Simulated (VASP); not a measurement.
# Ni3Ge (Pm-3m) in VASP: a series of runs

Runs on Ni3Ge. Level: LDA. Tasks: single point.

Program: VASP 6.6.1. These are calculated values, not measurements. Logs are shortened: lines on timing, memory, paths and dates and some standing lists are left out, and cuts for length are marked.

## 1. The cell of the first run

Symmetry: Pm-3m, No. 221, cubic system. The conventional cell has a = 3.265 Å, b = 3.265 Å, c = 3.265 Å, α = 90.00°, β = 90.00°, γ = 90.00°. Within 3.1 Å of Ni (site symmetry 4/mmm) lie 8 Ni at 2.31 Å and 4 Ge at 2.31 Å. Ge (site symmetry m-3m) has 12 Ni at 2.31 Å within 3.1 Å.

## 2. Single point, LDA, collinear spin, ferromagnetic start (8.71 Å³/atom)

INCAR reads:

```
SYSTEM = Ni3Ge
  ALGO = Normal
  EDIFF = 1E-7
  ENCUT = 520
  GGA = CA
  ISIF = 2
  ISMEAR = 0
  ISPIN = 2
  LASPH = .True.
  LCHARG = .False.
  LMAXMIX = 4
  LORBIT = 11
  LREAL = .False.
  LWAVE = .False.
  MAGMOM = 0.25 0.25 0.25 0
  NBANDS = 34
  NELM = 150
  NUPDOWN = 0.75
  PREC = Accurate
  SIGMA = 0.15
```

KPOINTS reads:

```
k-points
0
Gamma
  12 12 12
  0 0 0
```

POSCAR reads:

```
Ni3Ge
1.0
    3.2654491275      0.0000000000      0.0000000000
    0.0000000000      3.2654491275      0.0000000000
    0.0000000000      0.0000000000      3.2654491275
Ni Ge
3 1
Direct
    0.5000000000      0.0000000000      0.5000000000
    0.0000000000      0.5000000000      0.5000000000
    0.5000000000      0.5000000000      0.0000000000
    0.0000000000      0.0000000000      0.0000000000
```

Potentials or basis: VASP PAW LDA potentials, release 64 (Ni, Ge_d).

Run with:

```sh
cat potpaw_LDA.64/Ni/POTCAR potpaw_LDA.64/Ge_d/POTCAR > POTCAR
mpirun -np 1 vasp_std > vasp.out
```

OUTCAR:

```text
SYSTEM = Ni3Ge
   EDIFF = 1E-7
   ENCUT = 520
   GGA = CA
   ISIF = 2
   ISMEAR = 0
   ISPIN = 2
   LASPH = .True.
   LORBIT = 11
   LREAL = .False.
   NELM = 150
   NUPDOWN = 0.75
   PREC = Accurate

 ion  position               nearest neighbor table
   1  0.500  0.000  0.500-   2 2.31   3 2.31   4 2.31   3 2.31   4 2.31   2 2.31   3 2.31   3 2.31
                             2 2.31   4 2.31   4 2.31   2 2.31
   2  0.000  0.500  0.500-   1 2.31   3 2.31   4 2.31   3 2.31   4 2.31   1 2.31   4 2.31   4 2.31
                             1 2.31   3 2.31   3 2.31   1 2.31
   3  0.500  0.500  0.000-   1 2.31   2 2.31   4 2.31   1 2.31   2 2.31   1 2.31   4 2.31   1 2.31
                             2 2.31   4 2.31   2 2.31   4 2.31
   4  0.000  0.000  0.000-   1 2.31   2 2.31   3 2.31   1 2.31   2 2.31   2 2.31   3 2.31   2 2.31
                             1 2.31   3 2.31   1 2.31   3 2.31

  LATTYP: Found a simple cubic cell.
 ALAT       =     3.2654491275

  Lattice vectors:

 A1 = (   3.2654491275,   0.0000000000,   0.0000000000)
 A2 = (   0.0000000000,   3.2654491275,   0.0000000000)
 A3 = (   0.0000000000,   0.0000000000,   3.2654491275)

Analysis of symmetry for initial positions (statically):
=====================================================================
 Subroutine PRICEL returns:
 Original cell was already a primitive cell.

 Routine SETGRP: Setting up the symmetry group for a
 simple cubic supercell.

 Subroutine GETGRP returns: Found 48 space group operations
 (whereof 48 operations were pure point group operations)
 out of a pool of 48 trial point group operations.

The static configuration has the point symmetry O_h .

Analysis of symmetry for dynamics (positions and initial velocities):
=====================================================================
 Subroutine PRICEL returns:
 Original cell was already a primitive cell.

 Routine SETGRP: Setting up the symmetry group for a
 simple cubic supercell.

 Subroutine GETGRP returns: Found 48 space group operations
 (whereof 48 operations were pure point group operations)
 out of a pool of 48 trial point group operations.

The dynamic configuration has the point symmetry O_h .

Analysis of structural, dynamic, and magnetic symmetry:
=====================================================================
 Subroutine PRICEL returns:
 Original cell was already a primitive cell.

 Routine SETGRP: Setting up the symmetry group for a
 simple cubic supercell.

 Subroutine GETGRP returns: Found 48 space group operations
 (whereof 48 operations were pure point group operations)
 out of a pool of 48 trial point group operations.

The overall configuration has the point symmetry O_h .

 Subroutine INISYM returns: Found 48 space group operations
 (whereof 48 operations are pure point group operations),
 and found     1 'primitive' translations

----------------------------------------------------------------------------------------

                                     Primitive cell

  volume of cell :      34.8200

  direct lattice vectors                    reciprocal lattice vectors
     3.265449128  0.000000000  0.000000000     0.306236588  0.000000000  0.000000000
     0.000000000  3.265449128  0.000000000     0.000000000  0.306236588  0.000000000
     0.000000000  0.000000000  3.265449128     0.000000000  0.000000000  0.306236588

  length of vectors
     3.265449128  3.265449128  3.265449128     0.306236588  0.306236588  0.306236588

  position of ions in fractional coordinates (direct lattice)
     0.500000000  0.000000000  0.500000000
     0.000000000  0.500000000  0.500000000
     0.500000000  0.500000000  0.000000000
     0.000000000  0.000000000  0.000000000

  ion indices of the primitive-cell ions
   primitive index   ion index
                 1           1
                 2           2
                 3           3
                 4           4

----------------------------------------------------------------------------------------

 KPOINTS: k-points

Automatic generation of k-mesh.
 Grid dimensions read from file:
 generate k-points for:   12   12   12

 Generating k-lattice:

  Cartesian coordinates                     Fractional coordinates (reciprocal lattice)
     0.025519716  0.000000000  0.000000000     0.083333333  0.000000000  0.000000000
     0.000000000  0.025519716  0.000000000     0.000000000  0.083333333  0.000000000
     0.000000000  0.000000000  0.025519716     0.000000000  0.000000000  0.083333333

  Length of vectors
     0.025519716  0.025519716  0.025519716

  Shift w.r.t. Gamma in fractional coordinates (k-lattice)
     0.000000000  0.000000000  0.000000000

 Subroutine IBZKPT returns following result:
 ===========================================

 Found     84 irreducible k-points:

 Following reciprocal coordinates:
            Coordinates               Weight
  0.000000  0.000000  0.000000      1.000000
  0.083333  0.000000  0.000000      6.000000
  0.166667  0.000000  0.000000      6.000000
  0.250000  0.000000  0.000000      6.000000
  0.333333  0.000000  0.000000      6.000000
  0.416667  0.000000  0.000000      6.000000
[... 16 lines left out ...]
  0.333333  0.333333  0.000000     12.000000
  0.416667  0.333333  0.000000     24.000000
 [... further k-points ...]
   k-points           NKPTS =     84   k-points in BZ     NKDIM =     84   number of bands    NBANDS=     34
   number of dos      NEDOS =    301   number of ions     NIONS =      4
   total plane-waves  NPLWV =  13824
   dimension x,y,z NGX =    24 NGY =   24 NGZ =   24
   dimension x,y,z NGXF=    48 NGYF=   48 NGZF=   48
   ions per type =               3   1
   NGX,Y,Z   is equivalent  to a cutoff of  12.22, 12.22, 12.22 a.u.
   NGXF,Y,Z  is equivalent  to a cutoff of  24.44, 24.44, 24.44 a.u.
 SYSTEM =  Ni3Ge
   PREC   = accura    normal or accurate (medium, high low for compatibility)
   ISTART =      0    job   : 0-new  1-cont  2-samecut
   ICHARG =      2    charge: 1-file 2-atom 10-const
   ISPIN  =      2    spin polarized calculation?
   LNONCOLLINEAR =      F non collinear calculations
   LSORBIT =      F    spin-orbit coupling
   LASPH  =      T    aspherical Exc in radial PAW
   ENCUT  =  520.0 eV  38.22 Ry    6.18 a.u.   6.07  6.07  6.07*2*pi/ulx,y,z
   NELM   =    150;   NELMIN=  2; NELMDL= -5     # of ELM steps
   EDIFF  = 0.1E-06   stopping-criterion for ELM
   LREAL  =      F    real-space projection
   EDIFFG = 0.1E-05   stopping-criterion for IOM
   NSW    =      0    number of steps for IOM
   IBRION =     -1    ionic relax: 0-MD 1-quasi-New 2-CG
   NFREE  =      0    steps in history (QN), initial steepest desc. (CG)
   ISIF   =      2    stress and relaxation
   ISYM   =      2    0-nonsym 1-usesym 2-fastsym
   POTIM  = 0.5000    time-step for ionic-motion
   TEBEG  =    0.0;   TEEND  =   0.0 temperature during run
   PSTRESS=    0.0 pullay stress
   NELECT =      44.0000    total number of electrons
   NUPDOWN=       0.7500    fix difference up-down
   EMIN   =  10.00;   EMAX   =-10.00  energy-range for DOS
   EFERMI =   0.00;   METHOD = LEGACY
   ISMEAR =     0;   SIGMA  =   0.15  broadening in eV -4-tet -1-fermi 0-gaus
   EFERMI_NEDOS =   21; number of points for ismear=-14 and -15
   IALGO  =     38    algorithm
   IMIX   =      4    mixing-type and parameters
     AMIX     =   0.40;   BMIX     =  1.00
     AMIX_MAG =   1.60;   BMIX_MAG =  1.00
  volume/ion in A,a.u.               =       8.71        58.74
  Fermi-wavevector in a.u.,A,eV,Ry     =   1.769903  3.344632 42.621021  3.132557
  Thomas-Fermi vector in A             =   2.836799
   LORBIT       =     11    0 simple, 1 ext, 2 COOP (PROOUT), +10 PAW based schemes
   GGA     = CA    functional components
   LHFCALC =     F    Hartree Fock is set to
   AEXX    =    0.0000 exact exchange contribution
   IVDW    =     0    specifies the selected vdW correction
   LEPSILON=     F    determine dielectric tensor
   LRPA    =     F    only Hartree local field effects (RPA)
 spin polarized calculation
 Gauss-broadening in eV      SIGMA  =   0.15
  energy-cutoff  :      520.00
  volume of cell :       34.82
 maximum number of plane-waves:       968
   NGX = 13   NGY = 13   NGZ = 13

 number of electron      44.0000052 magnetization       0.7500002

 Free energy of the ion-electron system (eV)
  ---------------------------------------------------
  ext. energy  EPLUGINS =         0.00000000
  ---------------------------------------------------
  free energy    TOTEN  =       -24.71182919 eV

  energy without entropy =      -24.68275178  energy(sigma->0) =      -24.69729049

 E-fermi :  13.8435     XC(G=0): -15.2843

 val. band max:       14.6180100839   @ k =   0.1667   0.1667   0.0833
 cond. band min:      13.8456285593   @ k =   0.5000   0.4167   0.4167
 fundamental gap:     -0.7723815247
 Fermi energy:        14.6427087001

 spin component 1

 k-point     1 :       0.0000    0.0000    0.0000
  band No.  band energies     occupation
      1     -10.9882      1.00000
      2     -10.9882      1.00000
      3     -10.9508      1.00000
      4     -10.9508      1.00000
      5     -10.9508      1.00000
      6      -0.6422      1.00000
[... 26 lines left out ...]
     33      29.4729      0.00000
     34      33.0025      0.00000
[... 820 lines left out ...]
      4     -10.9437      1.00000
      5     -10.9002      1.00000
      6       2.5671      1.00000
[... 26 lines left out ...]
     33      29.9488      0.00000
     34      32.0248      0.00000

 [... further k-points ...]

 spin component 2

 k-point     1 :       0.0000    0.0000    0.0000
  band No.  band energies     occupation
      1     -10.9852      1.00000
      2     -10.9852      1.00000
      3     -10.9483      1.00000
      4     -10.9483      1.00000
      5     -10.9483      1.00000
      6      -0.6150      1.00000
[... 26 lines left out ...]
     33      29.5200      0.00000
     34      33.0905      0.00000
[... 820 lines left out ...]
      4     -10.9412      1.00000
      5     -10.8976      1.00000
      6       2.5954      1.00000
[... 26 lines left out ...]
     33      30.0113      0.00000
     34      32.0810      0.00000

 [... further k-points ...]
[... 5 lines left out ...]
  --------------------------------------------------------------------------------------
  -------------------------------------------------------------------------------------
  Total       17.0215716     17.0215716     17.0215716      0.0000000      0.0000000      0.0000000
  in kB      783.2158574    783.2158574    783.2158574      0.0000000      0.0000000      0.0000000
  external PRESSURE =     783.2158574 kB  Pullay stress =       0.0000000 kB

 VOLUME and BASIS-vectors are now :
 -----------------------------------------------------------------------------
  energy-cutoff  :      520.00
  volume of cell :       34.82
      direct lattice vectors                 reciprocal lattice vectors
     3.265449128  0.000000000  0.000000000     0.306236588  0.000000000  0.000000000
     0.000000000  3.265449128  0.000000000     0.000000000  0.306236588  0.000000000
     0.000000000  0.000000000  3.265449128     0.000000000  0.000000000  0.306236588

 POSITION                                       TOTAL-FORCE (eV/Angst)
 -----------------------------------------------------------------------------------
      1.63272      0.00000      1.63272         0.000000      0.000000      0.000000
      0.00000      1.63272      1.63272         0.000000      0.000000      0.000000
      1.63272      1.63272      0.00000         0.000000      0.000000      0.000000
      0.00000      0.00000      0.00000         0.000000      0.000000      0.000000
 -----------------------------------------------------------------------------------
    total drift:                                0.000000     -0.000000     -0.000000

  FREE ENERGIE OF THE ION-ELECTRON SYSTEM (eV)
  ---------------------------------------------------
  free  energy   TOTEN  =       -24.7118291903 eV

  energy  without entropy=      -24.6827517797  energy(sigma->0) =      -24.69729049

 total charge

# of ion       s       p       d       tot
------------------------------------------
    1        0.595   0.830   8.622  10.047
    2        0.595   0.830   8.622  10.047
    3        0.595   0.830   8.622  10.047
    4        1.124   1.546  10.293  12.963
--------------------------------------------------
tot          2.908   4.036  36.161  43.105

 magnetization (x)

# of ion       s       p       d       tot
------------------------------------------
    1       -0.001   0.003   0.239   0.241
    2       -0.001   0.003   0.239   0.241
    3       -0.001   0.003   0.239   0.241
    4       -0.001   0.017  -0.004   0.012
--------------------------------------------------
tot         -0.004   0.025   0.714   0.735
```

Wall time 3.5 min (1 thread of Oxide Virtual Turin-like, shared host); peak memory 0.21 GiB.

Results:

```yaml
Free_energy: -24.7118 eV
Pressure: 78.3 GPa
Net_moment: 0.75 μB per cell
Site_moments: Ni +0.24; Ge +0.01 μB
Valence_electrons_inside_the_program's_atomic_spheres: Ni 10.05; Ge 12.96
```

Caveat: the cell stands under pressure; the total moment is fixed, so each spin has its own Fermi level and the state may be an excited one.

(Part 1 of 2 ends here.)
